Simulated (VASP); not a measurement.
# RbCl (Fm-3m) in VASP: notebook

RbCl is run at these levels: PBEsol; tasks: electric field gradients.

All numbers are computed with VASP 6.6.1; they aren't measurements. Logs are shortened: lines on timing, memory, paths and dates and some standing lists are left out, and cuts for length are marked.

### Step 1. The cell of the first run

It takes space group Fm-3m (No. 225, cubic). Conventional cell: a = 6.570 Å, b = 6.570 Å, c = 6.570 Å, α = 90.00°, β = 90.00°, γ = 90.00°. Rb (site symmetry m-3m) has 6 Cl at 3.28 Å within 4.3 Å. Within 4.3 Å of Cl (site symmetry m-3m) lie 6 Rb at 3.28 Å.

### Step 2. Electric field gradients, PBEsol (volume scaled by 1.01)

INCAR

```
SYSTEM = RbCl
  ALGO = Normal
  EDIFF = 1E-8
  ENCUT = 400
  GGA = PS
  GGA_COMPAT = .FALSE.
  ISIF = 2
  ISMEAR = -1
  LASPH = .TRUE.
  LCHARG = .FALSE.
  LEFG = .TRUE.
  LREAL = .FALSE.
  LWAVE = .FALSE.
  NBANDS = 15
  NELM = 120
  PREC = Accurate
  SIGMA = 0.02
```

KPOINTS

```
k-points
0
G
  7 7 7
  0 0 0
```

POSCAR

```
RbCl
1.0
    0.0000000000      3.2848771563      3.2848771563
    3.2848771563      0.0000000000      3.2848771563
    3.2848771563      3.2848771563      0.0000000000
Rb Cl
1 1
Direct
    0.0000000000      0.0000000000      0.0000000000
    0.5000000000      0.5000000000      0.5000000000
```

Potentials or basis: VASP PAW PBE potentials, release 64 (Rb_sv, Cl).

Run with:

```console
> cat potpaw_PBE.64/Rb_sv/POTCAR potpaw_PBE.64/Cl/POTCAR > POTCAR
> mpirun -np 1 vasp_std > vasp.out
```

OUTCAR:

```text
SYSTEM = RbCl
   EDIFF = 1E-8
   ENCUT = 400
   GGA = PS
   ISIF = 2
   ISMEAR = -1
   LASPH = .TRUE.
   LREAL = .FALSE.
   NELM = 120
   PREC = Accurate

 ion  position               nearest neighbor table
   1  0.000  0.000  0.000-   2 3.28   2 3.28   2 3.28   2 3.28   2 3.28   2 3.28
   2  0.500  0.500  0.500-   1 3.28   1 3.28   1 3.28   1 3.28   1 3.28   1 3.28

  LATTYP: Found a face centered cubic cell.
 ALAT       =     6.5697543126

  Lattice vectors:

 A1 = (   0.0000000000,   3.2848771563,   3.2848771563)
 A2 = (   3.2848771563,   0.0000000000,   3.2848771563)
 A3 = (   3.2848771563,   3.2848771563,   0.0000000000)

Analysis of symmetry for initial positions (statically):
=====================================================================
 Subroutine PRICEL returns:
 Original cell was already a primitive cell.

 Routine SETGRP: Setting up the symmetry group for a
 face centered cubic supercell.

 Subroutine GETGRP returns: Found 48 space group operations
 (whereof 48 operations were pure point group operations)
 out of a pool of 48 trial point group operations.

The static configuration has the point symmetry O_h .

Analysis of symmetry for dynamics (positions and initial velocities):
=====================================================================
 Subroutine PRICEL returns:
 Original cell was already a primitive cell.

 Routine SETGRP: Setting up the symmetry group for a
 face centered cubic supercell.

 Subroutine GETGRP returns: Found 48 space group operations
 (whereof 48 operations were pure point group operations)
 out of a pool of 48 trial point group operations.

The dynamic configuration has the point symmetry O_h .

 Subroutine INISYM returns: Found 48 space group operations
 (whereof 48 operations are pure point group operations),
 and found     1 'primitive' translations

----------------------------------------------------------------------------------------

                                     Primitive cell

  volume of cell :      70.8904

  direct lattice vectors                    reciprocal lattice vectors
     0.000000000  3.284877156  3.284877156    -0.152212694  0.152212694  0.152212694
     3.284877156  0.000000000  3.284877156     0.152212694 -0.152212694  0.152212694
     3.284877156  3.284877156  0.000000000     0.152212694  0.152212694 -0.152212694

  length of vectors
     4.645517825  4.645517825  4.645517825     0.263640119  0.263640119  0.263640119

  position of ions in fractional coordinates (direct lattice)
     0.000000000  0.000000000  0.000000000
     0.500000000  0.500000000  0.500000000

  ion indices of the primitive-cell ions
   primitive index   ion index
                 1           1
                 2           2

----------------------------------------------------------------------------------------

 KPOINTS: k-points

Automatic generation of k-mesh.
 Grid dimensions read from file:
 generate k-points for:    7    7    7

 Generating k-lattice:

  Cartesian coordinates                     Fractional coordinates (reciprocal lattice)
    -0.021744671  0.021744671  0.021744671     0.142857143  0.000000000  0.000000000
     0.021744671 -0.021744671  0.021744671     0.000000000  0.142857143  0.000000000
     0.021744671  0.021744671 -0.021744671     0.000000000  0.000000000  0.142857143

  Length of vectors
     0.037662874  0.037662874  0.037662874

  Shift w.r.t. Gamma in fractional coordinates (k-lattice)
     0.000000000  0.000000000  0.000000000

 Subroutine IBZKPT returns following result:
 ===========================================

 Found     20 irreducible k-points:

 Following reciprocal coordinates:
            Coordinates               Weight
  0.000000  0.000000  0.000000      1.000000
  0.142857  0.000000  0.000000      8.000000
  0.285714  0.000000  0.000000      8.000000
  0.428571  0.000000  0.000000      8.000000
  0.142857  0.142857  0.000000      6.000000
  0.285714  0.142857  0.000000     24.000000
[... 12 lines left out ...]
 -0.428571  0.428571  0.142857     24.000000
 -0.285714  0.428571  0.142857     24.000000
   k-points           NKPTS =     20   k-points in BZ     NKDIM =     20   number of bands    NBANDS=     15
   number of dos      NEDOS =    301   number of ions     NIONS =      2
   total plane-waves  NPLWV =  27000
   dimension x,y,z NGX =    30 NGY =   30 NGZ =   30
   dimension x,y,z NGXF=    60 NGYF=   60 NGZF=   60
   ions per type =               1   1
   NGX,Y,Z   is equivalent  to a cutoff of  10.74, 10.74, 10.74 a.u.
   NGXF,Y,Z  is equivalent  to a cutoff of  21.47, 21.47, 21.47 a.u.
 SYSTEM =  RbCl
   PREC   = accura    normal or accurate (medium, high low for compatibility)
   ISTART =      0    job   : 0-new  1-cont  2-samecut
   ICHARG =      2    charge: 1-file 2-atom 10-const
   ISPIN  =      1    spin polarized calculation?
   LNONCOLLINEAR =      F non collinear calculations
   LSORBIT =      F    spin-orbit coupling
   LASPH  =      T    aspherical Exc in radial PAW
   ENCUT  =  400.0 eV  29.40 Ry    5.42 a.u.   7.58  7.58  7.58*2*pi/ulx,y,z
   NELM   =    120;   NELMIN=  2; NELMDL= -5     # of ELM steps
   EDIFF  = 0.1E-07   stopping-criterion for ELM
   LREAL  =      F    real-space projection
   EDIFFG = 0.1E-06   stopping-criterion for IOM
   NSW    =      0    number of steps for IOM
   IBRION =     -1    ionic relax: 0-MD 1-quasi-New 2-CG
   NFREE  =      0    steps in history (QN), initial steepest desc. (CG)
   ISIF   =      2    stress and relaxation
   ISYM   =      2    0-nonsym 1-usesym 2-fastsym
   POTIM  = 0.5000    time-step for ionic-motion
   TEBEG  =    0.0;   TEEND  =   0.0 temperature during run
   PSTRESS=    0.0 pullay stress
   NELECT =      16.0000    total number of electrons
   NUPDOWN=      -1.0000    fix difference up-down
   EMIN   =  10.00;   EMAX   =-10.00  energy-range for DOS
   EFERMI =   0.00;   METHOD = LEGACY
   ISMEAR =    -1;   SIGMA  =   0.02  broadening in eV -4-tet -1-fermi 0-gaus
   EFERMI_NEDOS =   21; number of points for ismear=-14 and -15
   IALGO  =     38    algorithm
   IMIX   =      4    mixing-type and parameters
     AMIX     =   0.40;   BMIX     =  1.00
     AMIX_MAG =   1.60;   BMIX_MAG =  1.00
  volume/ion in A,a.u.               =      35.45       239.20
  Fermi-wavevector in a.u.,A,eV,Ry     =   0.996749  1.883582 13.517498  0.993508
  Thomas-Fermi vector in A             =   2.128858
   LORBIT       =      0    0 simple, 1 ext, 2 COOP (PROOUT), +10 PAW based schemes
   GGA     = PS    functional components
   LHFCALC =     F    Hartree Fock is set to
   AEXX    =    0.0000 exact exchange contribution
   IVDW    =     0    specifies the selected vdW correction
   LEPSILON=     F    determine dielectric tensor
   LRPA    =     F    only Hartree local field effects (RPA)
 non-spin polarized calculation
  energy-cutoff  :      400.00
  volume of cell :       70.89
 maximum number of plane-waves:      1308
   NGX = 15   NGY = 15   NGZ = 15

 number of electron      16.0000001 magnetization

 Free energy of the ion-electron system (eV)
  ---------------------------------------------------
  ext. energy  EPLUGINS =         0.00000000
  ---------------------------------------------------
  free energy    TOTEN  =        -6.89523199 eV

  energy without entropy =       -6.89523199  energy(sigma->0) =       -6.89523199

 E-fermi :  -1.4464     XC(G=0):  -7.5476

 val. band max:       -1.9308320173   @ k =   0.0000   0.0000   0.0000
 cond. band min:       2.9273579266   @ k =   0.0000   0.0000   0.0000
 fundamental gap:      4.8581899440
 Fermi energy:        -1.4464207367

 k-point     1 :       0.0000    0.0000    0.0000
  band No.  band energies     occupation
      1     -25.7953      2.00000
      2     -13.9055      2.00000
      3      -9.8553      2.00000
      4      -9.8553      2.00000
      5      -9.8553      2.00000
      6      -1.9308      2.00000
      7      -1.9308      2.00000
      8      -1.9308      2.00000
      9       2.9274      0.00000
     10       5.9775      0.00000
     11       5.9775      0.00000
     12       5.9775      0.00000
     13       6.9609      0.00000
     14       6.9609      0.00000
     15       9.9972      0.00000

 k-point     2 :       0.1429    0.0000    0.0000
  band No.  band energies     occupation
      1     -25.7922      2.00000
      2     -13.9180      2.00000
      3      -9.8577      2.00000
      4      -9.8577      2.00000
      5      -9.8498      2.00000
      6      -2.1372      2.00000
      7      -2.0017      2.00000
      8      -2.0017      2.00000
      9       3.4028      0.00000
     10       5.8255      0.00000
     11       6.2351      0.00000
     12       6.2351      0.00000
     13       7.2683      0.00000
     14       7.2683      0.00000
     15      10.8189      0.00000

 k-point     3 :       0.2857    0.0000    0.0000
  band No.  band energies     occupation
      1     -25.7851      2.00000
      2     -13.9458      2.00000
      3      -9.8631      2.00000
      4      -9.8631      2.00000
      5      -9.8380      2.00000
      6      -2.5274      2.00000
      7      -2.1531      2.00000
      8      -2.1531      2.00000
      9       4.5104      0.00000
     10       5.7426      0.00000
     11       6.9674      0.00000
     12       6.9674      0.00000
     13       8.0850      0.00000
     14       8.0850      0.00000
     15      11.3706      0.00000
[... 271 lines left out ...]
 k-point    19 :      -0.4286    0.4286    0.1429
  band No.  band energies     occupation
      1     -25.7746      2.00000
      2     -13.8855      2.00000
      3     -10.0623      2.00000
      4      -9.9867      2.00000
      5      -9.8860      2.00000
      6      -2.3383      2.00000
      7      -2.2087      2.00000
      8      -2.0938      2.00000
      9       4.7312      0.00000
     10       6.1362      0.00000
     11       7.2430      0.00000
     12       8.1933      0.00000
     13       8.6146      0.00000
     14       9.4712      0.00000
     15      10.0189      0.00000

 k-point    20 :      -0.2857    0.4286    0.1429
  band No.  band energies     occupation
      1     -25.7740      2.00000
      2     -13.8957      2.00000
      3     -10.0554      2.00000
      4      -9.9984      2.00000
      5      -9.8510      2.00000
      6      -2.4134      2.00000
      7      -2.1948      2.00000
      8      -2.1808      2.00000
      9       5.3405      0.00000
     10       6.0236      0.00000
     11       7.3206      0.00000
     12       7.4961      0.00000
     13       9.3016      0.00000
     14       9.4054      0.00000
     15      10.4563      0.00000

------------------------ aborting loop because EDIFF is reached ----------------------------------------

  FORCE on cell =-STRESS in cart. coord.  units (eV):
  Direction    XX          YY          ZZ          XY          YZ          ZX
  --------------------------------------------------------------------------------------
  -------------------------------------------------------------------------------------
  Total       -0.0758118     -0.0758118     -0.0758118      0.0000000      0.0000000     -0.0000000
  in kB       -1.7134039     -1.7134039     -1.7134039      0.0000000      0.0000000     -0.0000000
  external PRESSURE =      -1.7134039 kB  Pullay stress =       0.0000000 kB

 VOLUME and BASIS-vectors are now :
 -----------------------------------------------------------------------------
  energy-cutoff  :      400.00
  volume of cell :       70.89
      direct lattice vectors                 reciprocal lattice vectors
     0.000000000  3.284877156  3.284877156    -0.152212694  0.152212694  0.152212694
     3.284877156  0.000000000  3.284877156     0.152212694 -0.152212694  0.152212694
     3.284877156  3.284877156  0.000000000     0.152212694  0.152212694 -0.152212694

 POSITION                                       TOTAL-FORCE (eV/Angst)
 -----------------------------------------------------------------------------------
      0.00000      0.00000      0.00000        -0.000000      0.000000      0.000000
      3.28488      3.28488      3.28488         0.000000     -0.000000     -0.000000
 -----------------------------------------------------------------------------------
    total drift:                                0.000000      0.000000      0.000000

  FREE ENERGIE OF THE ION-ELECTRON SYSTEM (eV)
  ---------------------------------------------------
  free  energy   TOTEN  =        -6.8952319913 eV

  energy  without entropy=       -6.8952319913  energy(sigma->0) =       -6.89523199

 Electric field gradients (V/A^2)
---------------------------------------------------------------------
 ion       V_xx      V_yy      V_zz      V_xy      V_xz      V_yz
---------------------------------------------------------------------
   1       0.000     0.000     0.000    -0.000    -0.000    -0.000
   2      -0.000     0.000     0.000    -0.000    -0.000    -0.000
---------------------------------------------------------------------

 Electric field gradients after diagonalization (V/A^2)
 (convention: |V_zz| > |V_xx| > |V_yy|)
----------------------------------------------------------------------
 ion       V_xx      V_yy      V_zz     asymmetry (V_yy - V_xx)/ V_zz
----------------------------------------------------------------------
   1       0.000     0.000    -0.000       0.000
   2       0.000     0.000    -0.001       0.000
----------------------------------------------------------------------

           NMR quadrupolar parameters

 Cq : quadrupolar parameter    Cq=e*Q*V_zz/h
 eta: asymmetry parameters     (V_yy - V_xx)/ V_zz
 Q  : nuclear electric quadrupole moment in mb (millibarn)
----------------------------------------------------------------------
 ion       Cq(MHz)       eta       Q (mb)
----------------------------------------------------------------------
   1      -0.000       0.000       1.000
   2      -0.000       0.000       1.000
----------------------------------------------------------------------
```

Wall time 33 s (1 thread of Intel Xeon 8259CL, shared host); peak memory 0.17 GiB.

What came out:

```
Free energy            : -6.8952 eV
Pressure               : -0.2 GPa
Band gap on the k mesh : 4.86 eV, direct
```

Levels at points of the mesh, in eV from the valence-band top:
| k point | band 6 | band 7 | band 8 | band 9 | band 10 | band 11 |
| --- | --- | --- | --- | --- | --- | --- |
| (0.00, 0.00, 0.00) | 0.00 | 0.00 | 0.00 | 4.86 | 7.91 | 7.91 |

Caveat: without QUAD_EFG the Cq values of the log hold for a quadrupole moment of 1 mb, not for the nuclei; the PAW data sets were made with another functional, which shifts forces and pressure a little.

### Step 3. Electric field gradients, PBEsol (volume scaled by 1.01)

INCAR

```
  PREC = Accurate
  ENCUT = 400
  EDIFF = 1E-8
  ISMEAR = -1
  SIGMA = 0.02
  LREAL = F
  LASPH = T
  NELM = 120
  ALGO = Normal
  ISIF = 2
  LWAVE = F
  LCHARG = F
  GGA = PS
  LEFG = T
  NBANDS = 15
  GGA_COMPAT = F
```

KPOINTS

```
Automatic mesh
0
Gamma
  7 7 7
```

POSCAR is that of step 2.

Potentials or basis: VASP PAW PBE potentials, release 64 (Rb_sv, Cl).

Run with:

```console
> cat potpaw_PBE.64/Rb_sv/POTCAR potpaw_PBE.64/Cl/POTCAR > POTCAR
> mpirun -np 1 vasp_std > vasp.out
```

OUTCAR:

```text
PREC = Accurate
   ENCUT = 400
   EDIFF = 1E-8
   ISMEAR = -1
   LREAL = F
   LASPH = T
   NELM = 120
   ISIF = 2
   GGA = PS

 ion  position               nearest neighbor table
   1  0.000  0.000  0.000-   2 3.28   2 3.28   2 3.28   2 3.28   2 3.28   2 3.28
   2  0.500  0.500  0.500-   1 3.28   1 3.28   1 3.28   1 3.28   1 3.28   1 3.28

  LATTYP: Found a face centered cubic cell.
 ALAT       =     6.5697543126

  Lattice vectors:

 A1 = (   0.0000000000,   3.2848771563,   3.2848771563)
 A2 = (   3.2848771563,   0.0000000000,   3.2848771563)
 A3 = (   3.2848771563,   3.2848771563,   0.0000000000)

Analysis of symmetry for initial positions (statically):
=====================================================================
 Subroutine PRICEL returns:
 Original cell was already a primitive cell.

 Routine SETGRP: Setting up the symmetry group for a
 face centered cubic supercell.

 Subroutine GETGRP returns: Found 48 space group operations
[... 539 lines left out ...]
  volume of cell :       70.89
      direct lattice vectors                 reciprocal lattice vectors
     0.000000000  3.284877156  3.284877156    -0.152212694  0.152212694  0.152212694
     3.284877156  0.000000000  3.284877156     0.152212694 -0.152212694  0.152212694
     3.284877156  3.284877156  0.000000000     0.152212694  0.152212694 -0.152212694

 POSITION                                       TOTAL-FORCE (eV/Angst)
 -----------------------------------------------------------------------------------
      0.00000      0.00000      0.00000        -0.000000      0.000000      0.000000
      3.28488      3.28488      3.28488         0.000000     -0.000000     -0.000000
 -----------------------------------------------------------------------------------
    total drift:                                0.000000      0.000000      0.000000

  FREE ENERGIE OF THE ION-ELECTRON SYSTEM (eV)
  ---------------------------------------------------
  free  energy   TOTEN  =        -6.8952319913 eV

  energy  without entropy=       -6.8952319913  energy(sigma->0) =       -6.89523199

 Electric field gradients (V/A^2)
---------------------------------------------------------------------
 ion       V_xx      V_yy      V_zz      V_xy      V_xz      V_yz
---------------------------------------------------------------------
   1       0.000     0.000     0.000    -0.000    -0.000    -0.000
   2      -0.000     0.000     0.000    -0.000    -0.000    -0.000
---------------------------------------------------------------------

 Electric field gradients after diagonalization (V/A^2)
 (convention: |V_zz| > |V_xx| > |V_yy|)
----------------------------------------------------------------------
 ion       V_xx      V_yy      V_zz     asymmetry (V_yy - V_xx)/ V_zz
----------------------------------------------------------------------
   1       0.000     0.000    -0.000       0.000
   2       0.000     0.000    -0.001       0.000
----------------------------------------------------------------------

           NMR quadrupolar parameters

 Cq : quadrupolar parameter    Cq=e*Q*V_zz/h
 eta: asymmetry parameters     (V_yy - V_xx)/ V_zz
 Q  : nuclear electric quadrupole moment in mb (millibarn)
----------------------------------------------------------------------
 ion       Cq(MHz)       eta       Q (mb)
----------------------------------------------------------------------
   1      -0.000       0.000       1.000
   2      -0.000       0.000       1.000
----------------------------------------------------------------------
```

stdout:

```text
POSCAR found type information on POSCAR RbCl
 POSCAR found :  2 types and       2 ions
 scaLAPACK will be used
 -----------------------------------------------------------------------------
|                                                                             |
|                                                                             |
|     You enforced a specific xc type in the INCAR file but a different       |
|     I HOPE YOU KNOW WHAT YOU ARE DOING!                                     |
|                                                                             |
 -----------------------------------------------------------------------------

 LDA part: xc-table for (Slater+PW92), standard interpolation
 POSCAR, INCAR and KPOINTS ok, starting setup
 FFT: planning ... GRIDC
 FFT: planning ... GRID_SOFT
 FFT: planning ... GRID
 WAVECAR not read
 entering main loop
ion   1

ion   2
```

Wall time 30 s (1 thread of Intel Xeon 8259CL, shared host); peak memory 0.16 GiB.

What came out:

```
Free energy            : -6.8952 eV
Pressure               : -0.2 GPa
Band gap on the k mesh : 4.86 eV, direct
```

Levels at points of the mesh, in eV from the valence-band top:
```
           k point  band 4  band 5  band 6  band 7  band 8  band 9  band 10  band 11  band 12  band 13
(0.00, 0.00, 0.00)   -7.92   -7.92    0.00    0.00    0.00    4.86     7.91     7.91     7.91     8.89
```

Caveat: without QUAD_EFG the Cq values of the log hold for a quadrupole moment of 1 mb, not for the nuclei; the PAW data sets were made with another functional, which shifts forces and pressure a little.

(Continued in part 2 of 2.)
